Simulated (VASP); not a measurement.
# TiAl (P4/mmm) in VASP: notebook

The runs below take TiAl through single point, with LDA.

Everything below comes from runs of VASP 6.6.1. Logs are shortened: lines on timing, memory, paths and dates and some standing lists are left out, and cuts for length are marked.

## 1. The cell of the first run

It takes space group P4/mmm (No. 123, tetragonal). Conventional cell: a = 2.849 Å, b = 2.849 Å, c = 4.206 Å, α = 90.00°, β = 90.00°, γ = 90.00°. Within 3.8 Å of Ti (site symmetry 4/mmm) lie 4 Ti at 2.85 Å and 8 Al at 2.91 Å. Within 3.8 Å of Al (site symmetry 4/mmm) lie 4 Al at 2.85 Å and 8 Ti at 2.91 Å.

## 2. Single point, LDA (17.08 Å³/atom)

INCAR reads:

```
PREC = Accurate ; ENCUT = 520
EDIFF = 1E-6 ; ISMEAR = 0
SIGMA = 0.15 ; LREAL = False
LASPH = True ; NELM = 100
ALGO = Fast ; ISIF = 2
LWAVE = False ; LCHARG = False
NBANDS = 14
```

KPOINTS reads:

```
Automatic mesh
0
Gamma
  16 16 16
```

POSCAR reads:

```
TiAl
1.0
    2.8494320788      0.0000000000      0.0000000000
    0.0000000000      2.8494320788      0.0000000000
    0.0000000000      0.0000000000      4.2060466915
Ti Al
1 1
Direct
    0.0000000000      0.0000000000      0.0000000000
    0.5000000000      0.5000000000      0.5000000000
```

Potentials or basis: VASP PAW LDA potentials, release 64 (Ti_sv, Al).

On the command line:

```sh
$ cat potpaw_LDA.64/Ti_sv/POTCAR potpaw_LDA.64/Al/POTCAR > POTCAR
$ mpirun -np 1 vasp_std > vasp.out
```

OUTCAR:

```text
PREC = Accurate
   ENCUT = 520
   EDIFF = 1E-6
   ISMEAR = 0
   LREAL = False
   LASPH = True
   NELM = 100
   ISIF = 2

 ion  position               nearest neighbor table
   1  0.000  0.000  0.000-   2 2.91   2 2.91   2 2.91   2 2.91   2 2.91   2 2.91   2 2.91   2 2.91

   2  0.500  0.500  0.500-   1 2.91   1 2.91   1 2.91   1 2.91   1 2.91   1 2.91   1 2.91   1 2.91

  LATTYP: Found a simple tetragonal cell.
 ALAT       =     2.8494320788
 C/A-ratio  =     1.4761000000

  Lattice vectors:

 A1 = (   2.8494320788,   0.0000000000,   0.0000000000)
 A2 = (   0.0000000000,   2.8494320788,   0.0000000000)
 A3 = (   0.0000000000,   0.0000000000,   4.2060466915)

Analysis of symmetry for initial positions (statically):
=====================================================================
 Subroutine PRICEL returns:
 Original cell was already a primitive cell.

 Routine SETGRP: Setting up the symmetry group for a
 simple tetragonal supercell.

 Subroutine GETGRP returns: Found 16 space group operations
 (whereof 16 operations were pure point group operations)
 out of a pool of 16 trial point group operations.

The static configuration has the point symmetry D_4h.

Analysis of symmetry for dynamics (positions and initial velocities):
=====================================================================
 Subroutine PRICEL returns:
 Original cell was already a primitive cell.

 Routine SETGRP: Setting up the symmetry group for a
 simple tetragonal supercell.

 Subroutine GETGRP returns: Found 16 space group operations
 (whereof 16 operations were pure point group operations)
 out of a pool of 16 trial point group operations.

The dynamic configuration has the point symmetry D_4h.

 Subroutine INISYM returns: Found 16 space group operations
 (whereof 16 operations are pure point group operations),
 and found     1 'primitive' translations

----------------------------------------------------------------------------------------

                                     Primitive cell

  volume of cell :      34.1500

  direct lattice vectors                    reciprocal lattice vectors
     2.849432079  0.000000000  0.000000000     0.350947126  0.000000000  0.000000000
     0.000000000  2.849432079  0.000000000     0.000000000  0.350947126  0.000000000
     0.000000000  0.000000000  4.206046692     0.000000000  0.000000000  0.237752948

  length of vectors
     2.849432079  2.849432079  4.206046692     0.350947126  0.350947126  0.237752948

  position of ions in fractional coordinates (direct lattice)
     0.000000000  0.000000000  0.000000000
     0.500000000  0.500000000  0.500000000
[... 91 lines left out ...]
   EFERMI =   0.00;   METHOD = LEGACY
   ISMEAR =     0;   SIGMA  =   0.15  broadening in eV -4-tet -1-fermi 0-gaus
   EFERMI_NEDOS =   21; number of points for ismear=-14 and -15
   IALGO  =     68    algorithm
   IMIX   =      4    mixing-type and parameters
     AMIX     =   0.40;   BMIX     =  1.00
     AMIX_MAG =   1.60;   BMIX_MAG =  1.00
  volume/ion in A,a.u.               =      17.08       115.23
  Fermi-wavevector in a.u.,A,eV,Ry     =   1.244443  2.351656 21.070505  1.548638
  Thomas-Fermi vector in A             =   2.378709
   LORBIT       =      0    0 simple, 1 ext, 2 COOP (PROOUT), +10 PAW based schemes
   GGA     = CA    functional components
   LHFCALC =     F    Hartree Fock is set to
   AEXX    =    0.0000 exact exchange contribution
   IVDW    =     0    specifies the selected vdW correction
   LEPSILON=     F    determine dielectric tensor
   LRPA    =     F    only Hartree local field effects (RPA)
 non-spin polarized calculation
 RMM-DIIS sequential band-by-band and
 Gauss-broadening in eV      SIGMA  =   0.15
  energy-cutoff  :      520.00
  volume of cell :       34.15
 maximum number of plane-waves:       936
 NGX is ok and might be reduce to    24
   NGX = 11   NGY = 11   NGZ = 15

 number of electron      14.9999997 magnetization

 Free energy of the ion-electron system (eV)
  ---------------------------------------------------
  ext. energy  EPLUGINS =         0.00000000
  ---------------------------------------------------
  free energy    TOTEN  =       -13.46100071 eV

  energy without entropy =      -13.43854909  energy(sigma->0) =      -13.44977490

 E-fermi :   7.5701     XC(G=0): -11.0423

 val. band max:        7.5689651025   @ k =   0.1875   0.1250   0.2500
 cond. band min:       7.5702486873   @ k =   0.3125   0.1875   0.1250
 fundamental gap:      0.0012835848
 Fermi energy:         7.5701168175

 k-point     1 :       0.0000    0.0000    0.0000
  band No.  band energies     occupation
      1     -48.4647      2.00000
      2     -25.2317      2.00000
      3     -24.8110      2.00000
      4     -24.8110      2.00000
      5      -1.1973      2.00000
      6       5.7382      2.00000
      7       6.7910      2.00000
      8       6.9887      2.00000
      9       9.6108      0.00000
     10       9.6108      0.00000
     11      10.6588      0.00000
     12      13.0636      0.00000
     13      15.7751      0.00000
     14      15.7751      0.00000
[... 377 lines left out ...]
      1     -48.4024      2.00000
      2     -25.2472      2.00000
      3     -25.1709      2.00000
      4     -24.8350      2.00000
      5       3.3187      2.00000
      6       3.5650      2.00000
      7       6.0535      2.00000
      8       7.6322      0.55831
      9       8.6887      0.00000
     10       9.2656      0.00000
     11      11.6122      0.00000
     12      13.2688      0.00000
     13      13.2995      0.00000
     14      14.8672      0.00000

 [... further k-points ...]

------------------------ aborting loop because EDIFF is reached ----------------------------------------

  FORCE on cell =-STRESS in cart. coord.  units (eV):
  Direction    XX          YY          ZZ          XY          YZ          ZX
  --------------------------------------------------------------------------------------
  -------------------------------------------------------------------------------------
  Total       -2.2522119     -2.2522119     -2.6012190      0.0000000      0.0000000      0.0000000
  in kB     -105.6645051   -105.6645051   -122.0384822      0.0000000      0.0000000      0.0000000
  external PRESSURE =    -111.1224974 kB  Pullay stress =       0.0000000 kB

 VOLUME and BASIS-vectors are now :
 -----------------------------------------------------------------------------
  energy-cutoff  :      520.00
  volume of cell :       34.15
      direct lattice vectors                 reciprocal lattice vectors
     2.849432079  0.000000000  0.000000000     0.350947126  0.000000000  0.000000000
     0.000000000  2.849432079  0.000000000     0.000000000  0.350947126  0.000000000
     0.000000000  0.000000000  4.206046692     0.000000000  0.000000000  0.237752948

 POSITION                                       TOTAL-FORCE (eV/Angst)
 -----------------------------------------------------------------------------------
      0.00000      0.00000      0.00000         0.000000      0.000000      0.000000
      1.42472      1.42472      2.10302         0.000000      0.000000      0.000000
 -----------------------------------------------------------------------------------
    total drift:                                0.000000      0.000000      0.000000

  FREE ENERGIE OF THE ION-ELECTRON SYSTEM (eV)
  ---------------------------------------------------
  free  energy   TOTEN  =       -13.4610007092 eV

  energy  without entropy=      -13.4385490873  energy(sigma->0) =      -13.44977490
```

It took 7.2 min on 1 thread of Intel Xeon 8259CL, shared host; peak memory 0.3 GiB.

Results:

```yaml
Free_energy: -13.4610 eV
Pressure: -11.1 GPa
Band_gap_on_the_k_mesh: zero (an odd number of electrons rules out a gap without spin polarisation)
```

Caveat: the cell stands under tension.

## 3. Single point, LDA (17.08 Å³/atom)

INCAR reads:

```
SYSTEM = TiAl
ALGO     = Fast           ! electronic algorithm
EDIFF    = 1E-7           ! SCF threshold, eV
ENCUT    = 520            ! plane-wave cutoff, eV
ISIF     = 2              ! what is computed and relaxed
ISMEAR   = 0              ! smearing method
LASPH    = .TRUE.         ! aspherical terms in the spheres
LCHARG   = .TRUE.         ! write CHGCAR
LELF     = .TRUE.         ! ELF
LREAL    = .FALSE.        ! projectors in reciprocal space
LVHAR    = .TRUE.       
LWAVE    = .FALSE.        ! write WAVECAR
NBANDS   = 14             ! bands
NELM     = 100            ! most SCF steps
PREC     = Accurate       ! precision mode
SIGMA    = 0.15           ! smearing width, eV
```

KPOINTS reads:

```
k-points
0
G
  16 16 16
  0 0 0
```

POSCAR reads:

```
TiAl
1.0
    2.9570738908      0.0000000000      0.0000000000
    0.0000000000      2.9570738908      0.0000000000
    0.0000000000      0.0000000000      3.9054074875
Ti Al
1 1
Direct
    0.0000000000      0.0000000000      0.0000000000
    0.5000000000      0.5000000000      0.5000000000
```

Potentials or basis: VASP PAW LDA potentials, release 64 (Ti_sv, Al).

On the command line:

```sh
$ cat potpaw_LDA.64/Ti_sv/POTCAR potpaw_LDA.64/Al/POTCAR > POTCAR
$ mpirun -np 1 vasp_std > vasp.out
```

Run time: 8.6 min. Hardware: 1 thread of Intel Xeon 8259CL, shared host; peak memory 0.3 GiB.

It converged, with:

* Free energy: -13.4253 eV
* Pressure: -11.2 GPa
* Band gap on the k mesh: zero (an odd number of electrons rules out a gap without spin polarisation)

Stress tensor (GPa, compression positive):
```
-13.00   0.00   0.00
  0.00 -13.00   0.00
  0.00   0.00  -7.67
```

Levels at points of the mesh, in eV from the Fermi level:
| k point | band 5 | band 6 | band 7 | band 8 | band 9 | band 10 | band 11 | band 12 |
| --- | --- | --- | --- | --- | --- | --- | --- | --- |
| (0.00, 0.00, 0.00) | -8.75 | -1.58 | -0.82 | 0.50 | 1.81 | 1.81 | 2.70 | 6.65 |
| (0.50, 0.00, 0.00) | -4.80 | -4.47 | -1.31 | -0.24 | 1.29 | 2.11 | 3.85 | 5.61 |
| (0.50, 0.50, 0.00) | -3.42 | -0.81 | -0.81 | -0.62 | -0.10 | -0.10 | 3.60 | 4.41 |
| (0.00, 0.00, 0.50) | -7.04 | -5.03 | -0.57 | 1.05 | 1.29 | 1.29 | 2.73 | 7.45 |
| (0.50, 0.00, 0.50) | -4.88 | -2.64 | -1.31 | -1.21 | 1.39 | 1.58 | 1.78 | 3.86 |
| (0.50, 0.50, 0.50) | -2.46 | -2.39 | -2.39 | 1.00 | 2.04 | 2.73 | 3.60 | 3.68 |

Caveat: the stress differs along the axes, from -13 to -8 GPa.

## 4. Single point, LDA (17.07 Å³/atom)

INCAR reads:

```
PREC = Accurate
ENCUT = 520
EDIFF = 1E-7
ISMEAR = 0
SIGMA = 0.15
LREAL = False
LASPH = True
NELM = 100
ALGO = Fast
ISIF = 2
LWAVE = False
LCHARG = False
GGA = CA
NBANDS = 14
```

KPOINTS reads:

```
Automatic mesh
0
Gamma
  16 16 16
```

POSCAR reads:

```
TiAl
1.0
    3.0688340809      0.0000000000      0.0000000000
    0.0000000000      3.0688340809      0.0000000000
    0.0000000000      0.0000000000      3.6261343500
Ti Al
1 1
Direct
    0.0000000000      0.0000000000      0.0000000000
    0.5000000000      0.5000000000      0.5000000000
```

Potentials or basis: VASP PAW LDA potentials, release 64 (Ti_sv, Al).

On the command line:

```sh
$ cat potpaw_LDA.64/Ti_sv/POTCAR potpaw_LDA.64/Al/POTCAR > POTCAR
$ mpirun -np 1 vasp_std > vasp.out
```

OUTCAR:

```text
PREC = Accurate
   ENCUT = 520
   EDIFF = 1E-7
   ISMEAR = 0
   LREAL = False
   LASPH = True
   NELM = 100
   ISIF = 2
   GGA = CA

 ion  position               nearest neighbor table
   1  0.000  0.000  0.000-   2 2.83   2 2.83   2 2.83   2 2.83   2 2.83   2 2.83   2 2.83   2 2.83

   2  0.500  0.500  0.500-   1 2.83   1 2.83   1 2.83   1 2.83   1 2.83   1 2.83   1 2.83   1 2.83

  LATTYP: Found a simple tetragonal cell.
 ALAT       =     3.0688340809
 C/A-ratio  =     1.1816000000

[... 599 lines left out ...]
------------------------ aborting loop because EDIFF is reached ----------------------------------------

  FORCE on cell =-STRESS in cart. coord.  units (eV):
  Direction    XX          YY          ZZ          XY          YZ          ZX
  --------------------------------------------------------------------------------------
  -------------------------------------------------------------------------------------
  Total       -3.0016999     -3.0016999     -1.1289999      0.0000000      0.0000000     -0.0000000
  in kB     -140.8273962   -140.8273962    -52.9680269      0.0000000      0.0000000     -0.0000000
  external PRESSURE =    -111.5409398 kB  Pullay stress =       0.0000000 kB

 VOLUME and BASIS-vectors are now :
 -----------------------------------------------------------------------------
  energy-cutoff  :      520.00
  volume of cell :       34.15
      direct lattice vectors                 reciprocal lattice vectors
     3.068834081  0.000000000  0.000000000     0.325856652  0.000000000  0.000000000
     0.000000000  3.068834081  0.000000000     0.000000000  0.325856652  0.000000000
     0.000000000  0.000000000  3.626134350     0.000000000  0.000000000  0.275775772

 POSITION                                       TOTAL-FORCE (eV/Angst)
 -----------------------------------------------------------------------------------
      0.00000      0.00000      0.00000         0.000000      0.000000      0.000000
      1.53442      1.53442      1.81307         0.000000      0.000000      0.000000
 -----------------------------------------------------------------------------------
    total drift:                                0.000000      0.000000      0.000000

  FREE ENERGIE OF THE ION-ELECTRON SYSTEM (eV)
  ---------------------------------------------------
  free  energy   TOTEN  =       -13.3075889427 eV

  energy  without entropy=      -13.2798625956  energy(sigma->0) =      -13.29372577
```

stdout:

```text
POSCAR found type information on POSCAR TiAl
 POSCAR found :  2 types and       2 ions
 scaLAPACK will be used
 LDA part: xc-table for (Slater(with rela. corr.)+CA(PZ))
 , standard interpolation
 POSCAR, INCAR and KPOINTS ok, starting setup
 FFT: planning ... GRIDC
[... 26 lines left out ...]
WARNING in EDDRMM: call to ZHEGV failed, returncode =   6  3     13
WARNING in EDDRMM: call to ZHEGV failed, returncode =   6  3     11
 num prob WARNING in EDDRMM: call to ZHEGV failed, returncode =   8  4      5
WARNING in EDDRMM: call to ZHEGV failed, returncode =   8  4     14
 num prob RMM:  28    -0.133075886481E+02   -0.19410E-06   -0.20033E-06  9511   0.406E-03    0.471E-04
 num prob  num prob  num prob WARNING in EDDRMM: call to ZHEGV failed, returncode =   8  4      6
WARNING in EDDRMM: call to ZHEGV failed, returncode =   6  3      7
WARNING in EDDRMM: call to ZHEGV failed, returncode =   8  4     13
 num prob RMM:  31    -0.133075889427E+02   -0.66521E-07   -0.69670E-07  8885   0.291E-03
```

It took 8.3 min on 1 thread of Intel Xeon 8259CL, shared host; peak memory 0.3 GiB.

What came out:

| Property | Result |
| --- | --- |
| Free energy | -13.3076 eV |
| Pressure | -11.2 GPa |
| Band gap on the k mesh | zero (an odd number of electrons rules out a gap without spin polarisation) |

Caveat: the stress differs along the axes, from -14 to -5 GPa.

(Part 1 of 2 ends here.)
